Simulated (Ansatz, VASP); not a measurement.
## Two plane-wave programs on SiC

File POSCAR:

```
SiC
1.0
    3.0751950076      0.0000000000      0.0000000000
   -1.5375975038      2.6631969982      0.0000000000
    0.0000000000      0.0000000000      5.0481668526
Si C
2 2
Direct
    0.3333333333      0.6666666667      0.0046028828
    0.6666666667      0.3333333333      0.5046028828
    0.2970639238      0.6401156161      0.3605879463
    0.6666666667      0.3333333333      0.8803971172
```

The input INCAR.step1:

```
PREC = Accurate ; ENCUT = 520
ISMEAR = 0 ; SIGMA = 0.05
LREAL = False ; LASPH = True
NELM = 60 ; NBANDS = 16
GGA = PE ; ALGO = Normal
EDIFF = 1E-4 ; LWAVE = True
LCHARG = False
```

The input INCAR.step2:

```
PREC = Accurate ; ENCUT = 520
EDIFF = 1E-7 ; ISMEAR = 0
SIGMA = 0.05 ; LREAL = False
LASPH = True ; NELM = 60
ALGO = Normal ; ISIF = 2
LWAVE = False ; LCHARG = True
METAGGA = R2SCAN ; LMIXTAU = True
LELF = True ; LVHAR = True
NBANDS = 16 ; ISTART = 1
```

File KPOINTS:

```
Automatic mesh
0
Gamma
  12 12 6
```

Input for Ansatz:

```yaml
crystal:
  lattice:
    - [3.0751950076, 0.0, 0.0]
    - [-1.5375975038, 2.6631969982, 0.0]
    - [0.0, 0.0, 5.0481668526]
  atoms:
    - { symbol: Si, position: [0.3333333333, 0.6666666667, 0.0046028828] }
    - { symbol: Si, position: [0.6666666667, 0.3333333333, 0.5046028828] }
    - { symbol: C, position: [0.2970639238, 0.6401156161, 0.3605879463] }
    - { symbol: C, position: [0.6666666667, 0.3333333333, 0.8803971172] }
basis:
  ecutwfc: 500
kpoints:
  mp_grid: { grid: [12, 12, 6] }
hamiltonian:
  xc: r2scan
scf:
  occupations: { method: gaussian, width: 0.05 }
output:
  forces: true
  stress: true
  eigenvalues: true
```

Alike in both runs: task single point; functional r2SCAN; k mesh 12 × 12 × 6; occupations gaussian, width 0.05 eV; no spin polarisation.

|  | VASP | Ansatz |
| --- | --- | --- |
| version | VASP 6.6.1 | Ansatz 0.2.0 |
| potentials or method | VASP PAW PBE potentials, release 64 (Si, C), cutoff 520 eV | scalar-relativistic, plane waves, PAW |
| valence electrons in the cell | 16 | 16 |

```tsv
	VASP	Ansatz	Ansatz less VASP
gap on the k mesh at the Fermi level (eV)	2.10	2.10	-0.005
least direct gap on the mesh (eV)	4.23	4.23	-0.007
pressure (GPa)	1.2	1.4	+0.19
traceless stress, the component that is largest in VASP (GPa)	4.12	4.14	+0.021
rms of the force components (eV/Å)	1.130	1.132	+0.0018
```

VASP's potentials were made for PBE, not for r2SCAN. Atom by atom the forces differ by 0.003 eV/Å (rms over components).
